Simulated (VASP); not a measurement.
Here is a VASP 6.6.1 calculation.

INCAR

```
SYSTEM = Os3Au
PREC     = Accurate       ! precision mode
ENCUT    = 520            ! plane-wave cutoff, eV
EDIFF    = 1E-6           ! SCF threshold, eV
ISMEAR   = 0              ! smearing method
SIGMA    = 0.2            ! smearing width, eV
LREAL    = .False.        ! projectors in reciprocal space
LASPH    = .True.         ! aspherical terms in the spheres
NELM     = 100            ! most SCF steps
ALGO     = Fast           ! electronic algorithm
ISIF     = 2              ! what is computed and relaxed
LWAVE    = .False.        ! write WAVECAR
LCHARG   = .False.        ! write CHGCAR
GGA      = PE             ! functional
NBANDS   = 45             ! bands
```

File KPOINTS:

```
regular mesh
0
Gamma
  8 8 2
  0 0 0
```

The input POSCAR:

```
Os3Au
1.0
    2.7631410457      0.0000907065     -0.0000461985
    0.0000914222      2.7630113831     -0.0000510370
    0.0000973700      0.0000997085     15.8408422153
Os Au
6 2
Direct
    0.5003601442      0.4997618768      0.1170202636
    0.4996622278      0.5002016614      0.6169936853
    1.0001121657      0.0000051380      0.0000126550
    0.9998787304      0.0000536552      0.5000021965
    0.4996903399      0.5002186785      0.3829815584
    0.5002107725      0.4997042612      0.8829906188
    0.0001661311      0.0000810402      0.2500065510
   -0.0000805115     -0.0000263114      0.7499924714
```

Potentials or basis: VASP PAW PBE potentials, release 64 (Os, Au).

Command:

```sh
$ cat potpaw_PBE.64/Os/POTCAR potpaw_PBE.64/Au/POTCAR > POTCAR
$ mpirun -np 1 vasp_std > vasp.out
```

Question: What does it give for the largest force?

Answer: 0.007 eV/Å.

Question: Predict the band gap on the k mesh.

Answer: Zero (band 35 reaches 11.65 eV, above the bottom of band 36 at 8.23 eV).

Question: Predict the pressure.

Answer: -0.1 GPa.

Forces on the atoms (eV/Å):
```
Os  -0.003  0.003 -0.006
Os   0.003 -0.002 -0.003
Os   0.002 -0.004 -0.002
Os  -0.002  0.002 -0.002
Os   0.003 -0.002  0.007
Os  -0.001  0.003  0.006
Au  -0.002 -0.001 -0.001
Au   0.000  0.000  0.001
```

Caveat: spin-orbit coupling is left out, which moves the levels of the heavy elements.
